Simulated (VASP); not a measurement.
# LiH in VASP: notebook, part 2 of 2

VASP 6.6.1. The steps go on from the part before.

## (5) Single point, r2SCAN (biaxial xy strain +1.8%)

The input, POSCAR:

```
LiH
1.0
    0.0000000000      2.0388484488      2.0029948411
    2.0388484488      0.0000000000      2.0029948411
    2.0388484488      2.0388484488      0.0000000000
Li H
1 1
Direct
    0.0000000000      0.0000000000      0.0000000000
    0.5000000000      0.5000000000      0.5000000000
```

The input, INCAR.step1:

```
SYSTEM = LiH
PREC = Accurate ; ENCUT = 520
ISMEAR = 0 ; SIGMA = 0.01
LREAL = .FALSE. ; LASPH = .TRUE.
NELM = 60 ; NBANDS = 9
GGA = PE ; ALGO = Normal
EDIFF = 1E-4 ; LWAVE = .TRUE.
LCHARG = .FALSE.
```

The input, INCAR.step2:

```
SYSTEM = LiH
PREC = Accurate ; ENCUT = 520
EDIFF = 1E-6 ; ISMEAR = 0
SIGMA = 0.01 ; LREAL = .FALSE.
LASPH = .TRUE. ; NELM = 60
ALGO = Normal ; ISIF = 2
LWAVE = .FALSE. ; LCHARG = .TRUE.
METAGGA = R2SCAN ; LMIXTAU = .TRUE.
LELF = .TRUE. ; LVHAR = .TRUE.
NBANDS = 9 ; ISTART = 1
```

The input, KPOINTS:

```
Automatic mesh
0
G
  10 10 10
  0 0 0
```

Potentials or basis: VASP PAW PBE potentials, release 64 (Li_sv, H).

Started as:

```
$ cat potpaw_PBE.64/Li_sv/POTCAR potpaw_PBE.64/H/POTCAR > POTCAR
$ cp INCAR.step1 INCAR
$ mpirun -np 1 vasp_std > vasp.out
$ cp INCAR.step2 INCAR
$ mpirun -np 1 vasp_std > vasp.out
```

OUTCAR:

```text
SYSTEM = LiH
   PREC = Accurate
   ENCUT = 520
   EDIFF = 1E-6
   ISMEAR = 0
   LREAL = .FALSE.
   LASPH = .TRUE.
   NELM = 60
   ISIF = 2
   METAGGA = R2SCAN
   ISTART = 1

 ion  position               nearest neighbor table
   1  0.000  0.000  0.000-
   2  0.500  0.500  0.500-

  LATTYP: Found a body centered tetragonal cell.
 ALAT       =     2.8833671279
 C/A-ratio  =     1.3893442994

  Lattice vectors:

 A1 = (   0.0000000000,  -2.0388484488,  -2.0029948411)
 A2 = (   0.0000000000,   2.0388484488,  -2.0029948411)
 A3 = (   2.0388484488,   0.0000000000,   2.0029948411)

Analysis of symmetry for initial positions (statically):
=====================================================================
 Subroutine PRICEL returns:
 Original cell was already a primitive cell.

 Routine SETGRP: Setting up the symmetry group for a
 body centered tetragonal supercell.

 Subroutine GETGRP returns: Found 16 space group operations
 (whereof 16 operations were pure point group operations)
 out of a pool of 16 trial point group operations.

The static configuration has the point symmetry D_4h.

Analysis of symmetry for dynamics (positions and initial velocities):
=====================================================================
 Subroutine PRICEL returns:
 Original cell was already a primitive cell.

 Routine SETGRP: Setting up the symmetry group for a
 body centered tetragonal supercell.

 Subroutine GETGRP returns: Found 16 space group operations
 (whereof 16 operations were pure point group operations)
 out of a pool of 16 trial point group operations.

The dynamic configuration has the point symmetry D_4h.

 Subroutine INISYM returns: Found 16 space group operations
 (whereof 16 operations are pure point group operations),
 and found     1 'primitive' translations

----------------------------------------------------------------------------------------

                                     Primitive cell

  volume of cell :      16.6525

  direct lattice vectors                    reciprocal lattice vectors
     0.000000000  2.038848449  2.002994841    -0.245236472  0.245236472  0.249626205
     2.038848449  0.000000000  2.002994841     0.245236472 -0.245236472  0.249626205
     2.038848449  2.038848449  0.000000000     0.245236472  0.245236472 -0.249626205

  length of vectors
     2.858127242  2.858127242  2.883367128     0.427311474  0.427311474  0.427311474

  position of ions in fractional coordinates (direct lattice)
     0.000000000  0.000000000  0.000000000
     0.500000000  0.500000000  0.500000000

  ion indices of the primitive-cell ions
   primitive index   ion index
                 1           1
                 2           2

----------------------------------------------------------------------------------------

 KPOINTS: Automatic mesh

Automatic generation of k-mesh.
 Grid dimensions read from file:
 generate k-points for:   10   10   10

 Generating k-lattice:

  Cartesian coordinates                     Fractional coordinates (reciprocal lattice)
    -0.024523647  0.024523647  0.024962620     0.100000000 -0.000000000  0.000000000
     0.024523647 -0.024523647  0.024962620    -0.000000000  0.100000000  0.000000000
     0.024523647  0.024523647 -0.024962620     0.000000000  0.000000000  0.100000000

  Length of vectors
     0.042731147  0.042731147  0.042731147

  Shift w.r.t. Gamma in fractional coordinates (k-lattice)
     0.000000000  0.000000000  0.000000000

 Subroutine IBZKPT returns following result:
 ===========================================

 Found    102 irreducible k-points:

 Following reciprocal coordinates:
            Coordinates               Weight
  0.000000  0.000000  0.000000      1.000000
  0.100000 -0.000000  0.000000      8.000000
  0.200000 -0.000000  0.000000      8.000000
  0.300000  0.000000  0.000000      8.000000
  0.400000  0.000000  0.000000      8.000000
  0.500000  0.000000  0.000000      4.000000
[... 16 lines left out ...]
  0.300000  0.300000  0.000000      2.000000
  0.400000  0.300000  0.000000      8.000000
 [... further k-points ...]
   k-points           NKPTS =    102   k-points in BZ     NKDIM =    102   number of bands    NBANDS=      9
   number of dos      NEDOS =    301   number of ions     NIONS =      2
   total plane-waves  NPLWV =  13824
   dimension x,y,z NGX =    24 NGY =   24 NGZ =   24
   dimension x,y,z NGXF=    48 NGYF=   48 NGZF=   48
   ions per type =               1   1
   NGX,Y,Z   is equivalent  to a cutoff of  13.96, 13.96, 13.84 a.u.
   NGXF,Y,Z  is equivalent  to a cutoff of  27.92, 27.92, 27.68 a.u.
 SYSTEM =  LiH
   PREC   = accura    normal or accurate (medium, high low for compatibility)
   ISTART =      1    job   : 0-new  1-cont  2-samecut
   ICHARG =      0    charge: 1-file 2-atom 10-const
   ISPIN  =      1    spin polarized calculation?
   LNONCOLLINEAR =      F non collinear calculations
   LSORBIT =      F    spin-orbit coupling
   LASPH  =      T    aspherical Exc in radial PAW
   ENCUT  =  520.0 eV  38.22 Ry    6.18 a.u.   5.31  5.31  5.36*2*pi/ulx,y,z
   NELM   =     60;   NELMIN=  2; NELMDL=  0     # of ELM steps
   EDIFF  = 0.1E-05   stopping-criterion for ELM
   LREAL  =      F    real-space projection
   EDIFFG = 0.1E-04   stopping-criterion for IOM
   NSW    =      0    number of steps for IOM
   IBRION =     -1    ionic relax: 0-MD 1-quasi-New 2-CG
   NFREE  =      0    steps in history (QN), initial steepest desc. (CG)
   ISIF   =      2    stress and relaxation
   ISYM   =      2    0-nonsym 1-usesym 2-fastsym
   POTIM  = 0.5000    time-step for ionic-motion
   TEBEG  =    0.0;   TEEND  =   0.0 temperature during run
   PSTRESS=    0.0 pullay stress
   NELECT =       4.0000    total number of electrons
   NUPDOWN=      -1.0000    fix difference up-down
   EMIN   =  10.00;   EMAX   =-10.00  energy-range for DOS
   EFERMI =   0.00;   METHOD = LEGACY
   ISMEAR =     0;   SIGMA  =   0.01  broadening in eV -4-tet -1-fermi 0-gaus
   EFERMI_NEDOS =   21; number of points for ismear=-14 and -15
   IALGO  =     38    algorithm
   IMIX   =      4    mixing-type and parameters
     AMIX     =   0.40;   BMIX     =  1.00
     AMIX_MAG =   1.60;   BMIX_MAG =  1.00
  volume/ion in A,a.u.               =       8.33        56.19
  Fermi-wavevector in a.u.,A,eV,Ry     =   1.017657  1.923094 14.090555  1.035627
  Thomas-Fermi vector in A             =   2.151071
   LORBIT       =      0    0 simple, 1 ext, 2 COOP (PROOUT), +10 PAW based schemes
   METAGGA = R2SCAN    functional components
   LHFCALC =     F    Hartree Fock is set to
   AEXX    =    0.0000 exact exchange contribution
   IVDW    =     0    specifies the selected vdW correction
   LEPSILON=     F    determine dielectric tensor
   LRPA    =     F    only Hartree local field effects (RPA)
 non-spin polarized calculation
 Gauss-broadening in eV      SIGMA  =   0.01
  energy-cutoff  :      520.00
  volume of cell :       16.65
 maximum number of plane-waves:       459
 NGX is ok and might be reduce to    24
   NGX = 11   NGY = 11   NGZ = 11

 number of electron       3.9999997 magnetization

 Free energy of the ion-electron system (eV)
  ---------------------------------------------------
  ext. energy  EPLUGINS =         0.00000000
  ---------------------------------------------------
  free energy    TOTEN  =        -6.81445637 eV

  energy without entropy =       -6.81445637  energy(sigma->0) =       -6.81445637

 E-fermi :  -0.0251     XC(G=0):  -8.7094

 val. band max:       -0.2525883583   @ k =   0.5000   0.5000   0.0000
 cond. band min:       3.1801228719   @ k =   0.5000   0.0000   0.5000
 fundamental gap:      3.4327112302
 Fermi energy:        -0.0250797824

 k-point     1 :       0.0000    0.0000    0.0000
  band No.  band energies     occupation
      1     -46.1010      2.00000
      2      -5.6608      2.00000
      3      16.8198      0.00000
      4      18.5683      0.00000
      5      18.7453      0.00000
      6      18.7460      0.00000
      7      23.0361      0.00000
      8      23.0364      0.00000
      9      23.1404      0.00000

 k-point     2 :       0.1000   -0.0000    0.0000
  band No.  band energies     occupation
      1     -46.0972      2.00000
      2      -5.4829      2.00000
      3      15.1677      0.00000
      4      17.6568      0.00000
      5      18.2368      0.00000
      6      18.2713      0.00000
      7      22.8340      0.00000
      8      24.0160      0.00000
      9      24.0240      0.00000
[... 253 lines left out ...]
 k-point    24 :       0.4000    0.3000    0.0000
  band No.  band energies     occupation
      1     -46.0582      2.00000
      2      -2.4928      2.00000
      3       7.0910      0.00000
      4      10.7821      0.00000
      5      12.0659      0.00000
      6      16.6768      0.00000
      7      18.4579      0.00000
      8      30.3098      0.00000
      9      30.6764      0.00000

 [... further k-points ...]
[... 5 lines left out ...]
  --------------------------------------------------------------------------------------
  -------------------------------------------------------------------------------------
  Total       -0.2033251     -0.2033251     -0.0780219      0.0000000     -0.0000000      0.0000000
  in kB      -19.5623844    -19.5623844     -7.5066719      0.0000000     -0.0000000      0.0000000
  external PRESSURE =     -15.5438136 kB  Pullay stress =       0.0000000 kB

 VOLUME and BASIS-vectors are now :
 -----------------------------------------------------------------------------
  energy-cutoff  :      520.00
  volume of cell :       16.65
      direct lattice vectors                 reciprocal lattice vectors
     0.000000000  2.038848449  2.002994841    -0.245236472  0.245236472  0.249626205
     2.038848449  0.000000000  2.002994841     0.245236472 -0.245236472  0.249626205
     2.038848449  2.038848449  0.000000000     0.245236472  0.245236472 -0.249626205

 POSITION                                       TOTAL-FORCE (eV/Angst)
 -----------------------------------------------------------------------------------
      0.00000      0.00000      0.00000         0.000000      0.000000      0.000000
      2.03885      2.03885      2.00299         0.000000      0.000000      0.000000
 -----------------------------------------------------------------------------------
    total drift:                                0.000000     -0.000000     -0.000000

  FREE ENERGIE OF THE ION-ELECTRON SYSTEM (eV)
  ---------------------------------------------------
  free  energy   TOTEN  =        -6.8144563671 eV

  energy  without entropy=       -6.8144563671  energy(sigma->0) =       -6.81445637
```

Wall time 28 s (1 thread of Intel Xeon 6975P-C (Granite Rapids), shared host); peak memory 0.14 GiB.

Results:

* Free energy: -6.8145 eV
* Band gap on the k mesh: 3.43 eV, indirect (least direct gap 3.56 eV)

Caveat: the cell differs from its parent crystal (biaxial xy strain +1.8%); the cutoff is under 1.25 times the usual one of these potentials, so pressure, stress and relaxed cells hold a basis-set (Pulay) error; the PAW data sets were made with another functional, which shifts forces and pressure a little.

## (6) Summary

| level | cell | smearing | gap on the mesh (eV) |
| --- | --- | --- | --- |
| PBE | a = 2.858, b = 2.858, c = 2.883 Å, angles 59.7, 59.7, 60.6°, 2 atoms | fermi-dirac 0.02 eV | 2.84 |
| PBE | a = 2.919 Å, angles 58.1°, 2 atoms | fermi-dirac 0.02 eV | 3.00 |
| PBE | a = 2.833, b = 2.833, c = 2.869 Å, angles 59.6, 59.6, 59.2°, 2 atoms | fermi-dirac 0.02 eV | 2.97 |
| r2SCAN | a = 2.858, b = 2.858, c = 2.883 Å, angles 59.7, 59.7, 60.6°, 2 atoms | gaussian 0.01 eV | 3.43 |

Alike in all rows: task single point; potentials or basis VASP PAW PBE potentials, release 64 (Li_sv, H); no spin polarisation; k mesh 10 × 10 × 10; cutoff (eV) 520.

Caveats: the cutoff is under 1.25 times the usual one of these potentials, so pressure, stress and relaxed cells hold a basis-set (Pulay) error; the PAW data sets were made with another functional, which shifts forces and pressure a little (some runs).

Absolute energies hang on the potentials; compare differences alone.
